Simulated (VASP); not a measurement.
InSe, 12 atoms in the cell. The cell holds a slab with vacuum, 12 atoms: a = 4.000 Å, b = 4.000 Å, c = 30.950 Å, α = 90.00°, β = 90.00°, γ = 60.00°.  This cell differs from its parent crystal: the distance across one plane changed.

* Program: VASP 6.6.1
* Task: single point
* Functional: PBEsol
* Potentials or basis: VASP PAW PBE potentials, release 64 (In_d, Se)
* Cutoff: 500 eV
* k mesh: 10 × 10 × 2
* Occupations: gaussian, width 0.03 eV
* Spin: no spin polarisation
* Dipole correction: no
* Further INCAR settings: ALGO = Normal; EDIFF = 1e-06; NBANDS = 69

Potentials or basis: VASP PAW PBE potentials, release 64 (In_d, Se).

The run is started by

```sh
$ cat potpaw_PBE.64/In_d/POTCAR potpaw_PBE.64/Se/POTCAR > POTCAR
$ mpirun -np 1 vasp_std > vasp.out
```

Hardware: 1 thread of Intel(R) Xeon(R) 6975P-C (Granite Rapids) (shared host).

Q: Estimate the wall time of this run.

A: It took 14 min on 1 thread of Intel(R) Xeon(R) 6975P-C (Granite Rapids), on a shared host, peak memory 0.86 GiB. Counts: scf iterations 19, k points 28.
